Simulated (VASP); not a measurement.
Input of a VASP 6.6.1 run:

The input INCAR:

```
SYSTEM = Mn
PREC     = Accurate       ! precision mode
ENCUT    = 520            ! plane-wave cutoff, eV
EDIFF    = 1E-7           ! SCF threshold, eV
ISMEAR   = 0              ! smearing method
SIGMA    = 0.15           ! smearing width, eV
LREAL    = .FALSE.        ! projectors in reciprocal space
LASPH    = .TRUE.         ! aspherical terms in the spheres
NELM     = 80             ! most SCF steps
ALGO     = Fast           ! electronic algorithm
ISIF     = 2              ! what is computed and relaxed
LWAVE    = .FALSE.        ! write WAVECAR
LCHARG   = .FALSE.        ! write CHGCAR
GGA      = PS             ! functional
NBANDS   = 20             ! bands
```

KPOINTS

```
regular mesh
0
G
  21 21 12
  0 0 0
```

POSCAR

```
Mn
1.0
    2.4836457705      0.0000000000      0.0000000000
   -1.2418228852      2.1509003313      0.0000000000
    0.0000000000      0.0000000000      3.9658020750
Mn
2
Direct
    0.6666666667      0.3333333333      0.7500000000
    0.3333333333      0.6666666667      0.2500000000
```

Potentials or basis: VASP PAW PBE potentials, release 64 (Mn_pv).

Launch:

```bash
$ cat potpaw_PBE.64/Mn_pv/POTCAR > POTCAR
$ mpirun -np 1 vasp_std > vasp.out
```

(1) Estimate the band gap on the k mesh.

(2) What does it give for the pressure?

Results:

(1) zero (band 13 reaches 11.40 eV, above the bottom of band 14 at 9.32 eV).

(2) -7.6 GPa.

Caveat: the cell differs from its parent crystal (strain +0.000 along x and y, -0.015 along z); the PAW data sets were made with another functional, which shifts forces and pressure a little; the run has no spin polarisation, though such a crystal can be magnetic.
